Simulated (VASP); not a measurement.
# Si in VASP: single point with PBE

Aim: the single point of Si with PBE.

All numbers are computed with VASP 6.6.1; they aren't measurements. Logs are shortened: lines on timing, memory, paths and dates and some standing lists are left out, and cuts for length are marked.

## Step 1: The cell of the first run

The cell holds a slab with vacuum, 5 atoms: a = 3.868 Å, b = 3.868 Å, c = 19.437 Å, α = 90.00°, β = 90.00°, γ = 120.00°.

## Step 2: Single point, PBE, collinear spin

The input, INCAR:

```
PREC = Accurate ; ENCUT = 520
EDIFF = 1E-6 ; ISMEAR = 0
SIGMA = 0.05 ; LREAL = F
LASPH = T ; NELM = 150
ALGO = Normal ; ISIF = 2
LWAVE = F ; LCHARG = T
ISPIN = 2 ; MAGMOM = 0 0 0 0 2
LORBIT = 11 ; LDIPOL = T
IDIPOL = 3 ; DIPOL = 0.5 0.5 0.347
GGA = PE ; LELF = T
LVHAR = T ; LVACPOTAV = T
NBANDS = 22
```

The input, KPOINTS:

```
regular mesh
0
Gamma
  9 9 1
```

The input, POSCAR:

```
Si
1.0
    3.8675355712      0.0000000000      0.0000000000
   -1.9337677856      3.3493840547      0.0000000000
    0.0000000000      0.0000000000     19.4372968022
Si
5
Direct
    0.3333333333      0.6666666667      0.2057899327
    0.0000000000      0.0000000000      0.2464055286
    0.0000000000      0.0000000000      0.3748662336
    0.6666666667      0.3333333333      0.4083539436
    0.8333333333      1.0000000000      0.5009042561
```

Potentials or basis: VASP PAW PBE potentials, release 64 (Si).

The run is started by

```console
cat potpaw_PBE.64/Si/POTCAR > POTCAR
mpirun -np 1 vasp_std > vasp.out
```

OUTCAR:

```text
PREC = Accurate
   ENCUT = 520
   EDIFF = 1E-6
   ISMEAR = 0
   LREAL = F
   LASPH = T
   NELM = 150
   ISIF = 2
   ISPIN = 2
   LORBIT = 11
   GGA = PE

 ion  position               nearest neighbor table
   1  0.333  0.667  0.206-   2 2.37   2 2.37   2 2.37
   2  0.000  0.000  0.246-   1 2.37   1 2.37   1 2.37   3 2.50
   3  0.000  0.000  0.375-   4 2.33   4 2.33   4 2.33   2 2.50   5 2.53
   4  0.667  0.333  0.408-   3 2.33   3 2.33   3 2.33   5 2.48   5 2.94
   5  0.833  0.000  0.501-   4 2.48   3 2.53   4 2.94

  LATTYP: Found a hexagonal cell.
 ALAT       =     3.8675355712
 C/A-ratio  =     5.0257577324

  Lattice vectors:

 A1 = (   3.8675355712,   0.0000000000,   0.0000000000)
 A2 = (  -1.9337677856,   3.3493840547,   0.0000000000)
 A3 = (   0.0000000000,   0.0000000000,  19.4372968022)

Analysis of symmetry for initial positions (statically):
=====================================================================
 Subroutine PRICEL returns:
 Original cell was already a primitive cell.

 Routine SETGRP: Setting up the symmetry group for a
 hexagonal supercell.

 Subroutine GETGRP returns: Found  1 space group operations
 (whereof  1 operations were pure point group operations)
 out of a pool of 24 trial point group operations.

The static configuration has the point symmetry C_1 .

Analysis of symmetry for dynamics (positions and initial velocities):
=====================================================================
 Subroutine PRICEL returns:
 Original cell was already a primitive cell.

 Routine SETGRP: Setting up the symmetry group for a
 hexagonal supercell.

 Subroutine GETGRP returns: Found  1 space group operations
 (whereof  1 operations were pure point group operations)
 out of a pool of 24 trial point group operations.

The dynamic configuration has the point symmetry C_1 .

Analysis of structural, dynamic, and magnetic symmetry:
=====================================================================
 Subroutine PRICEL returns:
 Original cell was already a primitive cell.

 Routine SETGRP: Setting up the symmetry group for a
 hexagonal supercell.

 Subroutine GETGRP returns: Found  1 space group operations
 (whereof  1 operations were pure point group operations)
 out of a pool of 24 trial point group operations.

The overall configuration has the point symmetry C_1 .

 Subroutine INISYM returns: Found  1 space group operations
 (whereof  1 operations are pure point group operations),
 and found     1 'primitive' translations

----------------------------------------------------------------------------------------

                                     Primitive cell

  volume of cell :     251.7881

  direct lattice vectors                    reciprocal lattice vectors
     3.867535571  0.000000000  0.000000000     0.258562586  0.149281179  0.000000000
    -1.933767786  3.349384055  0.000000000     0.000000000  0.298562358  0.000000000
     0.000000000  0.000000000 19.437296802     0.000000000  0.000000000  0.051447483

  length of vectors
     3.867535571  3.867535571 19.437296802     0.298562358  0.298562358  0.051447483

  position of ions in fractional coordinates (direct lattice)
     0.333333333  0.666666667  0.205789933
     0.000000000  0.000000000  0.246405529
     0.000000000  0.000000000  0.374866234
     0.666666667  0.333333333  0.408353944
     0.833333333  0.000000000  0.500904256

  ion indices of the primitive-cell ions
   primitive index   ion index
                 1           1
                 2           2
                 3           3
                 4           4
                 5           5

----------------------------------------------------------------------------------------

 KPOINTS: regular mesh

Automatic generation of k-mesh.
 Grid dimensions read from file:
 generate k-points for:    9    9    1

 Generating k-lattice:

  Cartesian coordinates                     Fractional coordinates (reciprocal lattice)
     0.028729176  0.016586798  0.000000000     0.111111111  0.000000000  0.000000000
     0.000000000  0.033173595  0.000000000     0.000000000  0.111111111  0.000000000
     0.000000000  0.000000000  0.051447483     0.000000000  0.000000000  1.000000000

  Length of vectors
     0.033173595  0.033173595  0.051447483

  Shift w.r.t. Gamma in fractional coordinates (k-lattice)
     0.000000000  0.000000000  0.000000000

 Subroutine IBZKPT returns following result:
 ===========================================

 Found     41 irreducible k-points:

 Following reciprocal coordinates:
            Coordinates               Weight
  0.000000  0.000000  0.000000      1.000000
  0.111111 -0.000000  0.000000      2.000000
  0.000000  0.111111  0.000000      2.000000
 -0.111111  0.111111  0.000000      2.000000
  0.222222 -0.000000  0.000000      2.000000
  0.000000  0.222222  0.000000      2.000000
[... 16 lines left out ...]
  0.333333  0.111111  0.000000      2.000000
 -0.111111  0.444444  0.000000      2.000000
 [... further k-points ...]
   k-points           NKPTS =     41   k-points in BZ     NKDIM =     41   number of bands    NBANDS=     22
   number of dos      NEDOS =    301   number of ions     NIONS =      5
   total plane-waves  NPLWV = 135000
   dimension x,y,z NGX =    30 NGY =   30 NGZ =  150
   dimension x,y,z NGXF=    60 NGYF=   60 NGZF=  300
   ions per type =               5
   NGX,Y,Z   is equivalent  to a cutoff of  12.90, 12.90, 12.83 a.u.
   NGXF,Y,Z  is equivalent  to a cutoff of  25.79, 25.79, 25.66 a.u.
 SYSTEM =  unknown system
   PREC   = accura    normal or accurate (medium, high low for compatibility)
   ISTART =      0    job   : 0-new  1-cont  2-samecut
   ICHARG =      2    charge: 1-file 2-atom 10-const
   ISPIN  =      2    spin polarized calculation?
   LNONCOLLINEAR =      F non collinear calculations
   LSORBIT =      F    spin-orbit coupling
   LASPH  =      T    aspherical Exc in radial PAW
   ENCUT  =  520.0 eV  38.22 Ry    6.18 a.u.   7.19  7.19 36.14*2*pi/ulx,y,z
   NELM   =    150;   NELMIN=  2; NELMDL= -5     # of ELM steps
   EDIFF  = 0.1E-05   stopping-criterion for ELM
   LREAL  =      F    real-space projection
   EDIFFG = 0.1E-04   stopping-criterion for IOM
   NSW    =      0    number of steps for IOM
   IBRION =     -1    ionic relax: 0-MD 1-quasi-New 2-CG
   NFREE  =      0    steps in history (QN), initial steepest desc. (CG)
   ISIF   =      2    stress and relaxation
   ISYM   =      2    0-nonsym 1-usesym 2-fastsym
   POTIM  = 0.5000    time-step for ionic-motion
   TEBEG  =    0.0;   TEEND  =   0.0 temperature during run
   PSTRESS=    0.0 pullay stress
   NELECT =      20.0000    total number of electrons
   NUPDOWN=      -1.0000    fix difference up-down
   EMIN   =  10.00;   EMAX   =-10.00  energy-range for DOS
   EFERMI =   0.00;   METHOD = LEGACY
   ISMEAR =     0;   SIGMA  =   0.05  broadening in eV -4-tet -1-fermi 0-gaus
   EFERMI_NEDOS =   21; number of points for ismear=-14 and -15
   IALGO  =     38    algorithm
   IMIX   =      4    mixing-type and parameters
     AMIX     =   0.40;   BMIX     =  1.00
     AMIX_MAG =   1.60;   BMIX_MAG =  1.00
  volume/ion in A,a.u.               =      50.36       339.83
  Fermi-wavevector in a.u.,A,eV,Ry     =   0.703731  1.329858  6.738106  0.495237
  Thomas-Fermi vector in A             =   1.788781
   LORBIT       =     11    0 simple, 1 ext, 2 COOP (PROOUT), +10 PAW based schemes
   GGA     = PE    functional components
   LHFCALC =     F    Hartree Fock is set to
   AEXX    =    0.0000 exact exchange contribution
   IVDW    =     0    specifies the selected vdW correction
   LEPSILON=     F    determine dielectric tensor
   LRPA    =     F    only Hartree local field effects (RPA)
 spin polarized calculation
 Gauss-broadening in eV      SIGMA  =   0.05
  energy-cutoff  :      520.00
  volume of cell :      251.79
 maximum number of plane-waves:      6807
 NGX is ok and might be reduce to    30
   NGX = 15   NGY = 15   NGZ = 73

 dipolmoment           0.000000      0.000000      0.065886 electrons x Angstroem

 number of electron      20.0000002 magnetization      -0.0063238

 number of electron      20.0000002 magnetization       0.0000629

 dipolmoment           0.000000      0.000000     -0.032257 electrons x Angstroem

 Free energy of the ion-electron system (eV)
  ---------------------------------------------------
  ext. energy  EPLUGINS =         0.00000000
  ---------------------------------------------------
  free energy    TOTEN  =       -23.66480373 eV

  energy without entropy =      -23.66094834  energy(sigma->0) =      -23.66287604

 E-fermi :  -0.5419     XC(G=0):  -4.6299

 val. band max:       -0.5435353074   @ k =   0.4444   0.1111   0.0000
 cond. band min:      -0.5406429618   @ k =   0.1111   0.3333   0.0000
 fundamental gap:      0.0028923456
 Fermi energy:        -0.5418744940

 spin component 1

 k-point     1 :       0.0000    0.0000    0.0000
  band No.  band energies     occupation
      1     -12.8037      1.00000
      2     -10.9123      1.00000
      3      -8.1017      1.00000
      4      -4.9219      1.00000
      5      -2.7667      1.00000
      6      -2.2269      1.00000
[... 14 lines left out ...]
     21       4.6985      0.00000
     22       5.2093      0.00000

 k-point     2 :       0.1111   -0.0000    0.0000
  band No.  band energies     occupation
      1     -12.6678      1.00000
      2     -10.7725      1.00000
      3      -7.9890      1.00000
      4      -4.8875      1.00000
      5      -3.4361      1.00000
      6      -2.8598      1.00000
[... 14 lines left out ...]
     21       4.8250      0.00000
     22       5.3216      0.00000
[... 523 lines left out ...]
     21       6.2656      0.00000
     22       6.6010      0.00000

 k-point    24 :      -0.1111    0.4444    0.0000
  band No.  band energies     occupation
      1     -11.1125      1.00000
      2      -9.2304      1.00000
      3      -8.0116      1.00000
      4      -6.9837      1.00000
      5      -5.8955      1.00000
      6      -4.1835      1.00000
[... 14 lines left out ...]
     21       6.0643      0.00000
     22       6.7187      0.00000

 [... further k-points ...]

 spin component 2

 k-point     1 :       0.0000    0.0000    0.0000
  band No.  band energies     occupation
      1     -12.8037      1.00000
      2     -10.9123      1.00000
      3      -8.1017      1.00000
      4      -4.9219      1.00000
      5      -2.7667      1.00000
      6      -2.2269      1.00000
[... 14 lines left out ...]
     21       4.6788      0.00000
     22       5.1755      0.00000

 k-point     2 :       0.1111   -0.0000    0.0000
  band No.  band energies     occupation
      1     -12.6678      1.00000
      2     -10.7725      1.00000
      3      -7.9890      1.00000
      4      -4.8875      1.00000
      5      -3.4361      1.00000
      6      -2.8598      1.00000
[... 14 lines left out ...]
     21       4.8066      0.00000
     22       5.2880      0.00000
[... 523 lines left out ...]
     21       6.2634      0.00000
     22       6.5741      0.00000

 k-point    24 :      -0.1111    0.4444    0.0000
  band No.  band energies     occupation
      1     -11.1125      1.00000
      2      -9.2304      1.00000
      3      -8.0116      1.00000
      4      -6.9837      1.00000
      5      -5.8955      1.00000
      6      -4.1835      1.00000
[... 14 lines left out ...]
     21       6.0565      0.00000
     22       6.7101      0.00000

 [... further k-points ...]

------------------------ aborting loop because EDIFF is reached ----------------------------------------

  FORCE on cell =-STRESS in cart. coord.  units (eV):
  Direction    XX          YY          ZZ          XY          YZ          ZX
  --------------------------------------------------------------------------------------
  -------------------------------------------------------------------------------------
  Total       -0.7157241     -2.3470446     -0.1265791     -0.2628949     -0.0078911      0.2677759
  in kB       -4.5542946    -14.9347097     -0.8054481     -1.6728520     -0.0502127      1.7039113
  external PRESSURE =      -6.7648175 kB  Pullay stress =       0.0000000 kB

 VOLUME and BASIS-vectors are now :
 -----------------------------------------------------------------------------
  energy-cutoff  :      520.00
  volume of cell :      251.79
      direct lattice vectors                 reciprocal lattice vectors
     3.867535571  0.000000000  0.000000000     0.258562586  0.149281179  0.000000000
    -1.933767786  3.349384055  0.000000000     0.000000000  0.298562358  0.000000000
     0.000000000  0.000000000 19.437296802     0.000000000  0.000000000  0.051447483

 POSITION                                       TOTAL-FORCE (eV/Angst)
 -----------------------------------------------------------------------------------
     -0.00000      2.23292      4.00000        -0.039612     -0.001116      0.587280
      0.00000      0.00000      4.78946        -0.064066     -0.006813     -0.469817
      0.00000      0.00000      7.28639         0.382829     -0.009161     -1.130242
      1.93377      1.11646      7.93730        -0.367671      0.039159      1.022900
      3.22295      0.00000      9.73622         0.088520     -0.022070     -0.010121
 -----------------------------------------------------------------------------------
    total drift:                                0.000000      0.000003     -0.000027

  FREE ENERGIE OF THE ION-ELECTRON SYSTEM (eV)
  ---------------------------------------------------
  free  energy   TOTEN  =       -23.6648037337 eV

  energy  without entropy=      -23.6609483437  energy(sigma->0) =      -23.66287604

 vacuum level on the upper side and lower side of the slab         4.074         4.525

 total charge

# of ion       s       p       d       tot
------------------------------------------
    1        0.805   0.830   0.000   1.635
    2        0.774   0.865   0.000   1.639
    3        0.776   0.895   0.000   1.671
    4        0.770   0.885   0.000   1.655
    5        0.921   0.608   0.000   1.529
--------------------------------------------------
tot          4.045   4.084   0.000   8.129

 magnetization (x)

# of ion       s       p       d       tot
------------------------------------------
    1        0.000   0.000   0.000   0.000
    2       -0.000  -0.000   0.000  -0.000
    3        0.000   0.000   0.000   0.000
    4       -0.000  -0.000   0.000  -0.000
    5        0.000   0.000   0.000   0.000
--------------------------------------------------
tot          0.000   0.000   0.000   0.000
```

It took 31 min on 1 thread of Intel Xeon Platinum 8488C (Sapphire Rapids), shared host; peak memory 0.65 GiB.

What came out:

```
Free energy                                           : -23.6648 eV
Largest force                                         : 1.193 eV/Å
Band gap on the k mesh                                : zero (filled and empty bands overlap)
Net moment                                            : 0.00 μB per cell
Valence electrons inside the program's atomic spheres : Si 1.64, 1.67, 1.66, 1.53 (each value once)
```

Forces on the atoms (eV/Å):
```
Si  -0.040 -0.001  0.587
Si  -0.064 -0.007 -0.470
Si   0.383 -0.009 -1.130
Si  -0.368  0.039  1.023
Si   0.089 -0.022 -0.010
```

Levels at points of the mesh, in eV from the Fermi level:
Spin up:
```
           k point  band 8  band 9  band 10  band 11  band 12  band 13
(0.00, 0.00, 0.00)   -0.27   -0.23    -0.13     1.07     1.50     2.34
```
Spin down:
| k point | band 8 | band 9 | band 10 | band 11 | band 12 | band 13 |
| --- | --- | --- | --- | --- | --- | --- |
| (0.00, 0.00, 0.00) | -0.27 | -0.23 | -0.13 | 1.07 | 1.50 | 2.34 |
